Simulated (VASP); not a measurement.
# BP (P6_3/mmc) in VASP: settings compared, part 2 of 2

VASP 6.6.1. Earlier steps stand in the parts before.

### Step 5. Single point, PBE

This run uses another cell than the first one, of 22.07 Å³/atom, 1.173 times its volume.

Contents of INCAR:

```
SYSTEM = BP
PREC = Accurate
ENCUT = 520
EDIFF = 1E-6
ISMEAR = -1
SIGMA = 0.02
LREAL = .FALSE.
LASPH = .TRUE.
NELM = 100
ALGO = Normal
ISIF = 2
LWAVE = .FALSE.
LCHARG = .TRUE.
GGA = PE
LELF = .TRUE.
LVHAR = .TRUE.
NBANDS = 16
```

Contents of KPOINTS:

```
Automatic mesh
0
G
  12 12 6
  0 0 0
```

Contents of POSCAR:

```
BP
1.0
    3.2141969282      0.0000000000      0.0000000000
   -1.6070984641      2.7835761926      0.0000000000
    0.0000000000      0.0000000000      9.8653644711
B P
2 2
Direct
    0.3333333333      0.6666666667      0.2500000000
    0.6666666667      0.3333333333      0.7500000000
    0.6666666667      0.3333333333      0.2500000000
    0.3333333333      0.6666666667      0.7500000000
```

Potentials or basis: VASP PAW PBE potentials, release 64 (B, P).

The run is started by

```bash
$ cat potpaw_PBE.64/B/POTCAR potpaw_PBE.64/P/POTCAR > POTCAR
$ mpirun -np 1 vasp_std > vasp.out
```

OUTCAR:

```text
SYSTEM = BP
   PREC = Accurate
   ENCUT = 520
   EDIFF = 1E-6
   ISMEAR = -1
   LREAL = .FALSE.
   LASPH = .TRUE.
   NELM = 100
   ISIF = 2
   GGA = PE

 ion  position               nearest neighbor table
   1  0.333  0.667  0.250-   3 1.86   3 1.86   3 1.86
   2  0.667  0.333  0.750-   4 1.86   4 1.86   4 1.86
   3  0.667  0.333  0.250-   1 1.86   1 1.86   1 1.86
   4  0.333  0.667  0.750-   2 1.86   2 1.86   2 1.86

  LATTYP: Found a hexagonal cell.
 ALAT       =     3.2141969282
 C/A-ratio  =     3.0693092836

  Lattice vectors:

 A1 = (   3.2141969282,   0.0000000000,   0.0000000000)
 A2 = (  -1.6070984641,   2.7835761926,   0.0000000000)
 A3 = (   0.0000000000,   0.0000000000,   9.8653644711)

Analysis of symmetry for initial positions (statically):
=====================================================================
 Subroutine PRICEL returns:
 Original cell was already a primitive cell.

 Routine SETGRP: Setting up the symmetry group for a
 hexagonal supercell.

 Subroutine GETGRP returns: Found 24 space group operations
 (whereof 12 operations were pure point group operations)
 out of a pool of 24 trial point group operations.

The static configuration has the point symmetry D_3d.
 The point group associated with its full space group is D_6h.

Analysis of symmetry for dynamics (positions and initial velocities):
=====================================================================
 Subroutine PRICEL returns:
 Original cell was already a primitive cell.

 Routine SETGRP: Setting up the symmetry group for a
 hexagonal supercell.

 Subroutine GETGRP returns: Found 24 space group operations
 (whereof 12 operations were pure point group operations)
 out of a pool of 24 trial point group operations.

The dynamic configuration has the point symmetry D_3d.
 The point group associated with its full space group is D_6h.

 Subroutine INISYM returns: Found 24 space group operations
 (whereof 12 operations are pure point group operations),
 and found     1 'primitive' translations

----------------------------------------------------------------------------------------

                                     Primitive cell

  volume of cell :      88.2650

  direct lattice vectors                    reciprocal lattice vectors
     3.214196928  0.000000000  0.000000000     0.311119705  0.179625045  0.000000000
    -1.607098464  2.783576193  0.000000000     0.000000000  0.359250091  0.000000000
     0.000000000  0.000000000  9.865364471     0.000000000  0.000000000  0.101364729

  length of vectors
     3.214196928  3.214196928  9.865364471     0.359250091  0.359250091  0.101364729

  position of ions in fractional coordinates (direct lattice)
     0.333333333  0.666666667  0.250000000
     0.666666667  0.333333333  0.750000000
     0.666666667  0.333333333  0.250000000
     0.333333333  0.666666667  0.750000000

  ion indices of the primitive-cell ions
   primitive index   ion index
                 1           1
                 2           2
                 3           3
                 4           4

----------------------------------------------------------------------------------------

 KPOINTS: Automatic mesh

Automatic generation of k-mesh.
 Grid dimensions read from file:
 generate k-points for:   12   12    6

 Generating k-lattice:

  Cartesian coordinates                     Fractional coordinates (reciprocal lattice)
     0.025926642  0.014968754  0.000000000     0.083333333  0.000000000  0.000000000
     0.000000000  0.029937508  0.000000000     0.000000000  0.083333333  0.000000000
     0.000000000  0.000000000  0.016894122     0.000000000  0.000000000  0.166666667

  Length of vectors
     0.029937508  0.029937508  0.016894122

  Shift w.r.t. Gamma in fractional coordinates (k-lattice)
     0.000000000  0.000000000  0.000000000

 Subroutine IBZKPT returns following result:
 ===========================================

 Found     76 irreducible k-points:

 Following reciprocal coordinates:
            Coordinates               Weight
  0.000000  0.000000  0.000000      1.000000
  0.083333  0.000000  0.000000      6.000000
  0.166667  0.000000  0.000000      6.000000
  0.250000  0.000000  0.000000      6.000000
  0.333333  0.000000  0.000000      6.000000
  0.416667  0.000000  0.000000      6.000000
[... 16 lines left out ...]
  0.250000  0.000000  0.166667     12.000000
  0.333333  0.000000  0.166667     12.000000
 [... further k-points ...]
   k-points           NKPTS =     76   k-points in BZ     NKDIM =     76   number of bands    NBANDS=     16
   number of dos      NEDOS =    301   number of ions     NIONS =      4
   total plane-waves  NPLWV =  46080
   dimension x,y,z NGX =    24 NGY =   24 NGZ =   80
   dimension x,y,z NGXF=    48 NGYF=   48 NGZF=  160
   ions per type =               2   2
   NGX,Y,Z   is equivalent  to a cutoff of  12.41, 12.41, 13.48 a.u.
   NGXF,Y,Z  is equivalent  to a cutoff of  24.83, 24.83, 26.96 a.u.
 SYSTEM =  BP
   PREC   = accura    normal or accurate (medium, high low for compatibility)
   ISTART =      0    job   : 0-new  1-cont  2-samecut
   ICHARG =      2    charge: 1-file 2-atom 10-const
   ISPIN  =      1    spin polarized calculation?
   LNONCOLLINEAR =      F non collinear calculations
   LSORBIT =      F    spin-orbit coupling
   LASPH  =      T    aspherical Exc in radial PAW
   ENCUT  =  520.0 eV  38.22 Ry    6.18 a.u.   5.98  5.98 18.34*2*pi/ulx,y,z
   NELM   =    100;   NELMIN=  2; NELMDL= -5     # of ELM steps
   EDIFF  = 0.1E-05   stopping-criterion for ELM
   LREAL  =      F    real-space projection
   EDIFFG = 0.1E-04   stopping-criterion for IOM
   NSW    =      0    number of steps for IOM
   IBRION =     -1    ionic relax: 0-MD 1-quasi-New 2-CG
   NFREE  =      0    steps in history (QN), initial steepest desc. (CG)
   ISIF   =      2    stress and relaxation
   ISYM   =      2    0-nonsym 1-usesym 2-fastsym
   POTIM  = 0.5000    time-step for ionic-motion
   TEBEG  =    0.0;   TEEND  =   0.0 temperature during run
   PSTRESS=    0.0 pullay stress
   NELECT =      16.0000    total number of electrons
   NUPDOWN=      -1.0000    fix difference up-down
   EMIN   =  10.00;   EMAX   =-10.00  energy-range for DOS
   EFERMI =   0.00;   METHOD = LEGACY
   ISMEAR =    -1;   SIGMA  =   0.02  broadening in eV -4-tet -1-fermi 0-gaus
   EFERMI_NEDOS =   21; number of points for ismear=-14 and -15
   IALGO  =     38    algorithm
   IMIX   =      4    mixing-type and parameters
     AMIX     =   0.40;   BMIX     =  1.00
     AMIX_MAG =   1.60;   BMIX_MAG =  1.00
  volume/ion in A,a.u.               =      22.07       148.91
  Fermi-wavevector in a.u.,A,eV,Ry     =   0.926514  1.750857 11.679621  0.858428
  Thomas-Fermi vector in A             =   2.052484
   LORBIT       =      0    0 simple, 1 ext, 2 COOP (PROOUT), +10 PAW based schemes
   GGA     = PE    functional components
   LHFCALC =     F    Hartree Fock is set to
   AEXX    =    0.0000 exact exchange contribution
   IVDW    =     0    specifies the selected vdW correction
   LEPSILON=     F    determine dielectric tensor
   LRPA    =     F    only Hartree local field effects (RPA)
 non-spin polarized calculation
  energy-cutoff  :      520.00
  volume of cell :       88.27
 maximum number of plane-waves:      2412
 NGX is ok and might be reduce to    24
   NGX = 11   NGY = 11   NGZ = 37

 number of electron      16.0000001 magnetization

 Free energy of the ion-electron system (eV)
  ---------------------------------------------------
  ext. energy  EPLUGINS =         0.00000000
  ---------------------------------------------------
  free energy    TOTEN  =       -24.34883501 eV

  energy without entropy =      -24.34883501  energy(sigma->0) =      -24.34883501

 E-fermi :   1.7835     XC(G=0):  -7.4666

 val. band max:        1.3718267210   @ k =   0.3333   0.3333   0.5000
 cond. band min:       2.2777744283   @ k =   0.3333   0.3333   0.5000
 fundamental gap:      0.9059477073
 Fermi energy:         1.7835142325

 k-point     1 :       0.0000    0.0000    0.0000
  band No.  band energies     occupation
      1     -12.3021      2.00000
      2     -12.2726      2.00000
      3      -2.9790      2.00000
      4      -2.5137      2.00000
      5      -0.2688      2.00000
      6      -0.2688      2.00000
[... 8 lines left out ...]
     15       7.0913      0.00000
     16       8.0851      0.00000
[... 419 lines left out ...]
 k-point    24 :       0.3333    0.0000    0.1667
  band No.  band energies     occupation
      1     -10.6909      2.00000
      2     -10.6691      2.00000
      3      -5.0676      2.00000
      4      -5.0532      2.00000
      5      -1.8852      2.00000
      6      -1.8783      2.00000
[... 8 lines left out ...]
     15      10.5540      0.00000
     16      11.1216      0.00000

 [... further k-points ...]
[... 5 lines left out ...]
  --------------------------------------------------------------------------------------
  -------------------------------------------------------------------------------------
  Total       -0.1098118     -0.1098118     -0.0026635      0.0000000     -0.0000000     -0.0000000
  in kB       -1.9932921     -1.9932921     -0.0483480      0.0000000     -0.0000000     -0.0000000
  external PRESSURE =      -1.3449774 kB  Pullay stress =       0.0000000 kB

 VOLUME and BASIS-vectors are now :
 -----------------------------------------------------------------------------
  energy-cutoff  :      520.00
  volume of cell :       88.27
      direct lattice vectors                 reciprocal lattice vectors
     3.214196928  0.000000000  0.000000000     0.311119705  0.179625045  0.000000000
    -1.607098464  2.783576193  0.000000000     0.000000000  0.359250091  0.000000000
     0.000000000  0.000000000  9.865364471     0.000000000  0.000000000  0.101364729

 POSITION                                       TOTAL-FORCE (eV/Angst)
 -----------------------------------------------------------------------------------
     -0.00000      1.85572      2.46634         0.000000     -0.000000      0.000000
      1.60710      0.92786      7.39902        -0.000000     -0.000000      0.000000
      1.60710      0.92786      2.46634         0.000000     -0.000000      0.000000
     -0.00000      1.85572      7.39902         0.000000      0.000000      0.000000
 -----------------------------------------------------------------------------------
    total drift:                               -0.000000      0.000000     -0.000000

  FREE ENERGIE OF THE ION-ELECTRON SYSTEM (eV)
  ---------------------------------------------------
  free  energy   TOTEN  =       -24.3488350107 eV

  energy  without entropy=      -24.3488350106  energy(sigma->0) =      -24.34883501
```

OSZICAR:

```text
N       E                     dE             d eps       ncg     rms          rms(c)
DAV:   1     0.526399372860E+02    0.52640E+02   -0.61456E+03  2432   0.811E+02
DAV:   2    -0.218898430257E+02   -0.74530E+02   -0.68011E+02  3552   0.149E+02
DAV:   3    -0.259623665793E+02   -0.40725E+01   -0.40420E+01  3312   0.362E+01
DAV:   4    -0.260181529914E+02   -0.55786E-01   -0.55762E-01  3320   0.493E+00
DAV:   5    -0.260195564264E+02   -0.14034E-02   -0.14033E-02  3312   0.761E-01    0.101E+01
DAV:   6    -0.246259291822E+02    0.13936E+01   -0.16248E+00  3040   0.739E+00    0.565E+00
DAV:   7    -0.243675825727E+02    0.25835E+00   -0.53970E-01  3304   0.375E+00    0.176E+00
DAV:   8    -0.243447310428E+02    0.22852E-01   -0.80807E-02  3304   0.145E+00    0.392E-01
DAV:   9    -0.243471670046E+02   -0.24360E-02   -0.40946E-03  3072   0.345E-01    0.195E-01
DAV:  10    -0.243486832092E+02   -0.15162E-02   -0.11280E-03  2640   0.215E-01    0.842E-02
DAV:  11    -0.243487723896E+02   -0.89180E-04   -0.40224E-05  3336   0.416E-02    0.686E-02
DAV:  12    -0.243488356742E+02   -0.63285E-04   -0.12575E-04  2536   0.648E-02    0.395E-02
DAV:  13    -0.243488346095E+02    0.10648E-05   -0.16884E-06  3104   0.842E-03    0.257E-02
DAV:  14    -0.243488350107E+02   -0.40120E-06   -0.31253E-06  2640   0.103E-02
   1 F= -.24348835E+02 E0= -.24348835E+02  d E =-.176619E-10
```

Run time: 32 s. Hardware: 1 thread of Intel Xeon 6975P-C (Granite Rapids), shared host; peak memory 0.24 GiB.

Results:

* Free energy: -24.3488 eV
* Pressure: -0.1 GPa
* Band gap on the k mesh: 0.91 eV, direct

Caveat: this functional lacks dispersion, which binds the layers, so the pressure and a relaxed spacing across them are unreliable.

### Step 6. Single point, r2SCAN

Contents of POSCAR:

```
BP
1.0
    3.2039355360      0.0000000000      0.0000000000
   -1.6019677680      2.7746895663      0.0000000000
    0.0000000000      0.0000000000      8.4666271308
B P
2 2
Direct
    0.3333333333      0.6666666667      0.2500000000
    0.6666666667      0.3333333333      0.7500000000
    0.6666666667      0.3333333333      0.2500000000
    0.3333333333      0.6666666667      0.7500000000
```

Contents of INCAR.step1:

```
SYSTEM = BP
  PREC = Accurate
  ENCUT = 520
  ISMEAR = 0
  SIGMA = 0.01
  LREAL = .False.
  LASPH = .True.
  NELM = 80
  NBANDS = 16
  GGA = PE
  ALGO = Normal
  EDIFF = 1E-4
  LWAVE = .True.
  LCHARG = .False.
```

Contents of INCAR.step2:

```
SYSTEM = BP
  PREC = Accurate
  ENCUT = 520
  EDIFF = 1E-6
  ISMEAR = 0
  SIGMA = 0.01
  LREAL = .False.
  LASPH = .True.
  NELM = 80
  ALGO = Normal
  ISIF = 2
  LWAVE = .False.
  LCHARG = .False.
  METAGGA = R2SCAN
  LMIXTAU = .True.
  NBANDS = 16
  ISTART = 1
```

Contents of KPOINTS:

```
regular mesh
0
Gamma
  12 12 4
  0 0 0
```

Potentials or basis: VASP PAW PBE potentials, release 64 (B, P).

The run is started by

```bash
$ cat potpaw_PBE.64/B/POTCAR potpaw_PBE.64/P/POTCAR > POTCAR
$ cp INCAR.step1 INCAR
$ mpirun -np 1 vasp_std > vasp.out
$ cp INCAR.step2 INCAR
$ mpirun -np 1 vasp_std > vasp.out
```

It took 60 s on 1 thread of Intel Xeon 6975P-C (Granite Rapids), shared host; peak memory 0.21 GiB.

The run converged. Its results:

```yaml
Free_energy: -33.0191 eV
Pressure: -0.3 GPa
Band_gap_on_the_k_mesh: 1.07 eV, direct
```

Stress tensor (GPa, compression positive):
```
-0.48  0.00  0.00
 0.00 -0.48  0.00
 0.00  0.00 -0.08
```

Levels at points of the mesh, in eV from the valence-band top:
| k point | band 6 | band 7 | band 8 | band 9 | band 10 | band 11 |
| --- | --- | --- | --- | --- | --- | --- |
| (0.00, 0.00, 0.00) | -1.75 | -1.72 | -1.72 | 3.58 | 4.99 | 4.99 |
| (0.50, 0.00, 0.00) | -3.81 | -1.54 | -0.60 | 1.13 | 2.29 | 3.11 |
| (0.00, 0.00, 0.50) | -1.73 | -1.73 | -1.73 | 5.03 | 5.03 | 5.03 |
| (0.50, 0.00, 0.50) | -3.84 | -1.10 | -1.10 | 1.62 | 1.62 | 3.20 |

Caveat: the PAW data sets were made with another functional, which shifts forces and pressure a little.

### Step 7. Overview

```tsv
level	potentials or basis	cell	k mesh	smearing	gap on the mesh (eV)	pressure (GPa)
PBE	VASP PAW PBE potentials, release 64 (B, P)	a = 3.204, b = 3.204, c = 8.467 Å, angles 90.0, 90.0, 120.0°, 4 atoms	12 × 12 × 4	fermi-dirac 0.02 eV	0.88	1.0
LDA	VASP PAW LDA potentials, release 64 (B, P)	a = 3.204, b = 3.204, c = 8.467 Å, angles 90.0, 90.0, 120.0°, 4 atoms	12 × 12 × 4	gaussian 0.01 eV	0.82	-2.6
r2SCAN	VASP PAW PBE potentials, release 64 (B, P)	a = 3.204, b = 3.204, c = 8.467 Å, angles 90.0, 90.0, 120.0°, 4 atoms	12 × 12 × 2	fermi-dirac 0.02 eV	1.07	-0.3
PBE	VASP PAW PBE potentials, release 64 (B, P)	a = 3.214, b = 3.214, c = 9.865 Å, angles 90.0, 90.0, 120.0°, 4 atoms	12 × 12 × 6	fermi-dirac 0.02 eV	0.91	-0.1
r2SCAN	VASP PAW PBE potentials, release 64 (B, P)	a = 3.204, b = 3.204, c = 8.467 Å, angles 90.0, 90.0, 120.0°, 4 atoms	12 × 12 × 4	gaussian 0.01 eV	1.07	-0.3
```

Alike in all rows: task single point; no spin polarisation; cutoff (eV) 520.

Caveats: this functional lacks dispersion, which binds the layers, so the pressure and a relaxed spacing across them are unreliable (some runs); the PAW data sets were made with another functional, which shifts forces and pressure a little (some runs).

Absolute energies hang on the potentials; compare differences alone.
